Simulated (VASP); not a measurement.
Input of a VASP 6.6.1 run:

The input INCAR:

```
SYSTEM = HfO2
PREC = Accurate
ENCUT = 520
EDIFF = 1E-6
ISMEAR = 0
SIGMA = 0.05
LREAL = .FALSE.
LASPH = .TRUE.
NELM = 80
ALGO = Normal
ISIF = 2
LWAVE = .FALSE.
LCHARG = .FALSE.
GGA = PE
NBANDS = 18
```

The input KPOINTS:

```
regular mesh
0
G
  8 8 8
  0 0 0
```

Contents of POSCAR:

```
HfO2
1.0
    0.0000000000      2.5934098614      2.5934098614
    2.5488057606      0.0446041008      2.5488057606
    2.5488057606      2.5488057606      0.0446041008
Hf O
1 2
Direct
    0.0000000000      0.0000000000      0.0000000000
    0.2500000000      0.2500000000      0.2500000000
    0.7500000000      0.7500000000      0.7500000000
```

Potentials or basis: VASP PAW PBE potentials, release 64 (Hf_pv, O).

Run with:

```bash
$ cat potpaw_PBE.64/Hf_pv/POTCAR potpaw_PBE.64/O/POTCAR > POTCAR
$ mpirun -np 1 vasp_std > vasp.out
```

**Question.** What does it give for the largest force?

**Answer.** 0.214 eV/Å.

**Question.** What does it give for the band gap on the k mesh?

**Answer.** 3.77 eV, direct.

**Question.** Predict the pressure.

**Answer.** -3.3 GPa.

Stress tensor (GPa, compression positive):
```
-3.31  0.00  0.00
 0.00 -3.26 -2.94
 0.00 -2.94 -3.26
```

Caveat: the cell differs from its parent crystal (strain +0.0350 x Voigt [0, 0, 0, 1, 0, 0]); spin-orbit coupling is left out, which moves the levels of the heavy elements. A k mesh can miss the band edges.
